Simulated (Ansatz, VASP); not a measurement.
## One calculation of SrTe, two programs

```xyz
2
Lattice="0.0000 3.3528 3.3528 3.3528 0.0000 3.3528 3.3528 3.3528 0.0000" Properties=species:S:1:pos:R:3 pbc="T T T"
Sr    0.0000    0.0000    0.0000
Te    3.3528    3.3528    3.3528
```

Alike in both runs: task single point; functional PBE; k mesh 4 × 4 × 4; occupations methfessel-paxton of order 1, width 0.001 eV; no spin polarisation.

|  | VASP | Ansatz |
| --- | --- | --- |
| version | VASP 6.6.1 | Ansatz 0.2.0 |
| potentials or method | VASP PAW PBE potentials, release 64 (Sr_sv, Te) | plane waves |
| plane-wave cutoff (eV) | 500 | 420 |
| valence electrons in the cell | 16 | 26 |

Ansatz gave:

```
gap on the k mesh at the Fermi level (eV) : 1.76
pressure (GPa)                            : 0.3
```

Q: What did VASP give for the same quantities?

A: gap on the k mesh at the Fermi level (eV): 1.74; pressure (GPa): 0.4.

VASP's potentials hold 16 valence electrons a cell and Ansatz's 26, so a difference there can come from the potentials and not from the codes.

Neither program's run includes spin-orbit coupling.
